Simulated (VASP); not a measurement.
# Nb2InF6 (Fm-3m) in VASP: single point with r2SCAN

Aim: the single point of Nb2InF6 with r2SCAN.

Program: VASP 6.6.1. These are calculated values, not measurements. Logs are shortened: lines on timing, memory, paths and dates and some standing lists are left out, and cuts for length are marked.

### 1 The cell of the first run

Symmetry: Fm-3m, No. 225, cubic system. Conventional cell: a = 7.814 Å, b = 7.814 Å, c = 7.814 Å, α = 90.00°, β = 90.00°, γ = 90.00°. In (site symmetry m-3m) has 6 F at 2.05 Å within 2.7 Å. Within 3.6 Å of Nb (site symmetry -43m) lie 12 F at 2.76 Å and 4 In at 3.38 Å. Within 2.9 Å of F (site symmetry 4mm) lie 1 In at 2.05 Å and 8 F at 2.63 to 2.90 Å and 4 Nb at 2.76 Å.

### 2 Single point, r2SCAN

POSCAR

```
Nb2InF6
1.0
    0.0000000000      3.9070105765      3.9070105765
    3.9070105765      0.0000000000      3.9070105765
    3.9070105765      3.9070105765      0.0000000000
In Nb F
1 2 6
Direct
    0.0000000000      0.0000000000      0.0000000000
    0.2500000000      0.2500000000      0.2500000000
    0.7500000000      0.7500000000      0.7500000000
    0.7376805756      0.2623194244      0.2623194244
    0.2623194244      0.7376805756      0.2623194244
    0.2623194244      0.7376805756      0.7376805756
    0.7376805756      0.2623194244      0.7376805756
    0.2623194244      0.2623194244      0.7376805756
    0.7376805756      0.7376805756      0.2623194244
```

INCAR.step1

```
SYSTEM = Nb2InF6
  ALGO = Normal
  EDIFF = 1E-4
  ENCUT = 520
  GGA = PE
  ISMEAR = -1
  LASPH = .True.
  LCHARG = .False.
  LREAL = .False.
  LWAVE = .True.
  NBANDS = 50
  NELM = 100
  PREC = Accurate
  SIGMA = 0.0392
```

INCAR.step2

```
SYSTEM = Nb2InF6
  ALGO = Normal
  EDIFF = 1E-7
  ENCUT = 520
  ISIF = 2
  ISMEAR = -1
  ISTART = 1
  LASPH = .True.
  LCHARG = .False.
  LMIXTAU = .True.
  LREAL = .False.
  LWAVE = .False.
  METAGGA = R2SCAN
  NBANDS = 50
  NELM = 100
  PREC = Accurate
  SIGMA = 0.0392
```

KPOINTS

```
k-points
0
Gamma
  8 8 8
  0 0 0
```

Potentials or basis: VASP PAW PBE potentials, release 64 (In_d, Nb_sv, F).

Started as:

```console
$ cat potpaw_PBE.64/In_d/POTCAR potpaw_PBE.64/Nb_sv/POTCAR potpaw_PBE.64/F/POTCAR > POTCAR
$ cp INCAR.step1 INCAR
$ mpirun -np 1 vasp_std > vasp.out
$ cp INCAR.step2 INCAR
$ mpirun -np 1 vasp_std > vasp.out
```

OUTCAR:

```text
SYSTEM = Nb2InF6
   EDIFF = 1E-7
   ENCUT = 520
   ISIF = 2
   ISMEAR = -1
   ISTART = 1
   LASPH = .True.
   LREAL = .False.
   METAGGA = R2SCAN
   NELM = 100
   PREC = Accurate

 ion  position               nearest neighbor table
   1  0.000  0.000  0.000-   4 2.05   5 2.05   6 2.05   7 2.05   8 2.05   9 2.05   3 3.38   3 3.38
                             2 3.38   3 3.38   3 3.38   2 3.38   2 3.38   2 3.38
   2  0.250  0.250  0.250-   1 3.38   1 3.38   1 3.38   1 3.38
   3  0.750  0.750  0.750-   1 3.38   1 3.38   1 3.38   1 3.38
   4  0.738  0.262  0.262-   1 2.05
   5  0.262  0.738  0.262-   1 2.05
   6  0.262  0.738  0.738-   1 2.05
   7  0.738  0.262  0.738-   1 2.05
   8  0.262  0.262  0.738-   1 2.05
   9  0.738  0.738  0.262-   1 2.05

  LATTYP: Found a face centered cubic cell.
 ALAT       =     7.8140211530

  Lattice vectors:

 A1 = (   0.0000000000,   3.9070105765,   3.9070105765)
 A2 = (   3.9070105765,   0.0000000000,   3.9070105765)
 A3 = (   3.9070105765,   3.9070105765,   0.0000000000)

Analysis of symmetry for initial positions (statically):
=====================================================================
 Subroutine PRICEL returns:
 Original cell was already a primitive cell.

 Routine SETGRP: Setting up the symmetry group for a
 face centered cubic supercell.

 Subroutine GETGRP returns: Found 48 space group operations
 (whereof 48 operations were pure point group operations)
 out of a pool of 48 trial point group operations.

The static configuration has the point symmetry O_h .

Analysis of symmetry for dynamics (positions and initial velocities):
=====================================================================
 Subroutine PRICEL returns:
 Original cell was already a primitive cell.

 Routine SETGRP: Setting up the symmetry group for a
 face centered cubic supercell.

 Subroutine GETGRP returns: Found 48 space group operations
 (whereof 48 operations were pure point group operations)
 out of a pool of 48 trial point group operations.

The dynamic configuration has the point symmetry O_h .

 Subroutine INISYM returns: Found 48 space group operations
 (whereof 48 operations are pure point group operations),
 and found     1 'primitive' translations

----------------------------------------------------------------------------------------

                                     Primitive cell

  volume of cell :     119.2789

  direct lattice vectors                    reciprocal lattice vectors
     0.000000000  3.907010576  3.907010576    -0.127975082  0.127975082  0.127975082
     3.907010576  0.000000000  3.907010576     0.127975082 -0.127975082  0.127975082
     3.907010576  3.907010576  0.000000000     0.127975082  0.127975082 -0.127975082

  length of vectors
     5.525347346  5.525347346  5.525347346     0.221659345  0.221659345  0.221659345

  position of ions in fractional coordinates (direct lattice)
     0.000000000  0.000000000  0.000000000
     0.250000000  0.250000000  0.250000000
     0.750000000  0.750000000  0.750000000
     0.737680576  0.262319424  0.262319424
     0.262319424  0.737680576  0.262319424
     0.262319424  0.737680576  0.737680576
     0.737680576  0.262319424  0.737680576
     0.262319424  0.262319424  0.737680576
     0.737680576  0.737680576  0.262319424

  ion indices of the primitive-cell ions
   primitive index   ion index
                 1           1
                 2           2
                 3           3
                 4           4
                 5           5
                 6           6
                 7           7
                 8           8
                 9           9

----------------------------------------------------------------------------------------

 KPOINTS: k-points

Automatic generation of k-mesh.
 Grid dimensions read from file:
 generate k-points for:    8    8    8

 Generating k-lattice:

  Cartesian coordinates                     Fractional coordinates (reciprocal lattice)
    -0.015996885  0.015996885  0.015996885     0.125000000  0.000000000  0.000000000
     0.015996885 -0.015996885  0.015996885     0.000000000  0.125000000  0.000000000
     0.015996885  0.015996885 -0.015996885     0.000000000  0.000000000  0.125000000

  Length of vectors
     0.027707418  0.027707418  0.027707418

  Shift w.r.t. Gamma in fractional coordinates (k-lattice)
     0.000000000  0.000000000  0.000000000

 Subroutine IBZKPT returns following result:
 ===========================================

 Found     29 irreducible k-points:

 Following reciprocal coordinates:
            Coordinates               Weight
  0.000000  0.000000  0.000000      1.000000
  0.125000  0.000000  0.000000      8.000000
  0.250000  0.000000  0.000000      8.000000
  0.375000  0.000000  0.000000      8.000000
  0.500000  0.000000  0.000000      4.000000
  0.125000  0.125000  0.000000      6.000000
[... 16 lines left out ...]
  0.500000  0.250000  0.125000     48.000000
 -0.375000  0.250000  0.125000     24.000000
 [... further k-points ...]
   k-points           NKPTS =     29   k-points in BZ     NKDIM =     29   number of bands    NBANDS=     50
   number of dos      NEDOS =    301   number of ions     NIONS =      9
   total plane-waves  NPLWV =  74088
   dimension x,y,z NGX =    42 NGY =   42 NGZ =   42
   dimension x,y,z NGXF=    84 NGYF=   84 NGZF=   84
   ions per type =               1   2   6
   NGX,Y,Z   is equivalent  to a cutoff of  12.64, 12.64, 12.64 a.u.
   NGXF,Y,Z  is equivalent  to a cutoff of  25.27, 25.27, 25.27 a.u.
 SYSTEM =  Nb2InF6
   PREC   = accura    normal or accurate (medium, high low for compatibility)
   ISTART =      1    job   : 0-new  1-cont  2-samecut
   ICHARG =      0    charge: 1-file 2-atom 10-const
   ISPIN  =      1    spin polarized calculation?
   LNONCOLLINEAR =      F non collinear calculations
   LSORBIT =      F    spin-orbit coupling
   LASPH  =      T    aspherical Exc in radial PAW
   ENCUT  =  520.0 eV  38.22 Ry    6.18 a.u.  10.27 10.27 10.27*2*pi/ulx,y,z
   NELM   =    100;   NELMIN=  2; NELMDL=  0     # of ELM steps
   EDIFF  = 0.1E-06   stopping-criterion for ELM
   LREAL  =      F    real-space projection
   EDIFFG = 0.1E-05   stopping-criterion for IOM
   NSW    =      0    number of steps for IOM
   IBRION =     -1    ionic relax: 0-MD 1-quasi-New 2-CG
   NFREE  =      0    steps in history (QN), initial steepest desc. (CG)
   ISIF   =      2    stress and relaxation
   ISYM   =      2    0-nonsym 1-usesym 2-fastsym
   POTIM  = 0.5000    time-step for ionic-motion
   TEBEG  =    0.0;   TEEND  =   0.0 temperature during run
   PSTRESS=    0.0 pullay stress
   NELECT =      81.0000    total number of electrons
   NUPDOWN=      -1.0000    fix difference up-down
   EMIN   =  10.00;   EMAX   =-10.00  energy-range for DOS
   EFERMI =   0.00;   METHOD = LEGACY
   ISMEAR =    -1;   SIGMA  =   0.04  broadening in eV -4-tet -1-fermi 0-gaus
   EFERMI_NEDOS =   21; number of points for ismear=-14 and -15
   IALGO  =     38    algorithm
   IMIX   =      4    mixing-type and parameters
     AMIX     =   0.40;   BMIX     =  1.00
     AMIX_MAG =   1.60;   BMIX_MAG =  1.00
  volume/ion in A,a.u.               =      13.25        89.44
  Fermi-wavevector in a.u.,A,eV,Ry     =   1.438960  2.719239 28.172286  2.070605
  Thomas-Fermi vector in A             =   2.557868
   LORBIT       =      0    0 simple, 1 ext, 2 COOP (PROOUT), +10 PAW based schemes
   METAGGA = R2SCAN    functional components
   LHFCALC =     F    Hartree Fock is set to
   AEXX    =    0.0000 exact exchange contribution
   IVDW    =     0    specifies the selected vdW correction
   LEPSILON=     F    determine dielectric tensor
   LRPA    =     F    only Hartree local field effects (RPA)
 non-spin polarized calculation
  energy-cutoff  :      520.00
  volume of cell :      119.28
 maximum number of plane-waves:      3250
 NGX is ok and might be reduce to    42
   NGX = 21   NGY = 21   NGZ = 21

 number of electron      81.0000051 magnetization

 Free energy of the ion-electron system (eV)
  ---------------------------------------------------
  ext. energy  EPLUGINS =         0.00000000
  ---------------------------------------------------
  free energy    TOTEN  =      -101.28974360 eV

  energy without entropy =     -101.22474390  energy(sigma->0) =     -101.25724375

 E-fermi :   7.2411     XC(G=0): -11.3798

 val. band max:        7.2401150578   @ k =   0.5000   0.5000   0.0000
 cond. band min:       7.2515146431   @ k =  -0.2500   0.2500   0.0000
 fundamental gap:      0.0113995854
 Fermi energy:         7.2410964276

 k-point     1 :       0.0000    0.0000    0.0000
  band No.  band energies     occupation
      1     -50.8328      2.00000
      2     -50.8275      2.00000
      3     -26.2078      2.00000
      4     -26.2078      2.00000
      5     -26.2078      2.00000
      6     -26.1752      2.00000
[... 42 lines left out ...]
     49      11.2608      0.00000
     50      11.3475      0.00000

 k-point     2 :       0.1250    0.0000    0.0000
  band No.  band energies     occupation
      1     -50.8326      2.00000
      2     -50.8277      2.00000
      3     -26.2079      2.00000
      4     -26.2068      2.00000
      5     -26.2068      2.00000
      6     -26.1781      2.00000
[... 42 lines left out ...]
     49      11.2955      0.00000
     50      11.3763      0.00000

 k-point     3 :       0.2500    0.0000    0.0000
  band No.  band energies     occupation
      1     -50.8320      2.00000
      2     -50.8283      2.00000
      3     -26.2078      2.00000
      4     -26.2042      2.00000
      5     -26.2041      2.00000
      6     -26.1854      2.00000
[... 1102 lines left out ...]
     49      10.7087      0.00000
     50      11.3239      0.00000

 k-point    24 :      -0.3750    0.2500    0.1250
  band No.  band energies     occupation
      1     -50.8301      2.00000
      2     -50.8301      2.00000
      3     -26.2190      2.00000
      4     -26.2184      2.00000
      5     -26.1964      2.00000
      6     -26.1962      2.00000
[... 42 lines left out ...]
     49       9.9215      0.00000
     50      11.3358      0.00000

 [... further k-points ...]

------------------------ aborting loop because EDIFF is reached ----------------------------------------

  FORCE on cell =-STRESS in cart. coord.  units (eV):
  Direction    XX          YY          ZZ          XY          YZ          ZX
  --------------------------------------------------------------------------------------
  -------------------------------------------------------------------------------------
  Total        0.3477410      0.3477410      0.3477410      0.0000000      0.0000000     -0.0000000
  in kB        4.6709236      4.6709236      4.6709236      0.0000000      0.0000000     -0.0000000
  external PRESSURE =       4.6709236 kB  Pullay stress =       0.0000000 kB

 VOLUME and BASIS-vectors are now :
 -----------------------------------------------------------------------------
  energy-cutoff  :      520.00
  volume of cell :      119.28
      direct lattice vectors                 reciprocal lattice vectors
     0.000000000  3.907010576  3.907010576    -0.127975082  0.127975082  0.127975082
     3.907010576  0.000000000  3.907010576     0.127975082 -0.127975082  0.127975082
     3.907010576  3.907010576  0.000000000     0.127975082  0.127975082 -0.127975082

 POSITION                                       TOTAL-FORCE (eV/Angst)
 -----------------------------------------------------------------------------------
      0.00000      0.00000      0.00000        -0.000000      0.000000     -0.000000
      1.95351      1.95351      1.95351        -0.000000      0.000000      0.000000
      5.86052      5.86052      5.86052         0.000000      0.000000     -0.000000
      2.04977      3.90701      3.90701         0.121833      0.000000      0.000000
      3.90701      2.04977      3.90701        -0.000000      0.121833      0.000000
      5.76425      3.90701      3.90701        -0.121833      0.000000      0.000000
      3.90701      5.76425      3.90701        -0.000000     -0.121833      0.000000
      3.90701      3.90701      2.04977        -0.000000      0.000000      0.121833
      3.90701      3.90701      5.76425        -0.000000      0.000000     -0.121833
 -----------------------------------------------------------------------------------
    total drift:                                0.000000     -0.000000      0.000000

  FREE ENERGIE OF THE ION-ELECTRON SYSTEM (eV)
  ---------------------------------------------------
  free  energy   TOTEN  =      -101.2897436036 eV

  energy  without entropy=     -101.2247438978  energy(sigma->0) =     -101.25724375
```

Wall time 30 min (1 thread of Intel Xeon Platinum 8259CL at 2.50GHz (Skylake/Cascade Lake), shared host); peak memory 0.38 GiB.

Results:

* Free energy: -101.2897 eV
* Pressure: 0.5 GPa
* Largest force: 0.122 eV/Å
* Band gap on the k mesh: zero (an odd number of electrons rules out a gap without spin polarisation)

Forces in eV/Å, atoms in the order of the input:
```
In   0.000  0.000  0.000
Nb   0.000  0.000  0.000
Nb   0.000  0.000  0.000
F    0.122  0.000  0.000
F    0.000  0.122  0.000
F   -0.122  0.000  0.000
F    0.000 -0.122  0.000
F    0.000  0.000  0.122
F    0.000  0.000 -0.122
```

Caveat: the PAW data sets were made with another functional, which shifts forces and pressure a little; spin-orbit coupling is left out, which moves the levels of the heavy elements; an odd number of electrons without spin polarisation forces a metal; a magnetic or distorted state may lie lower.
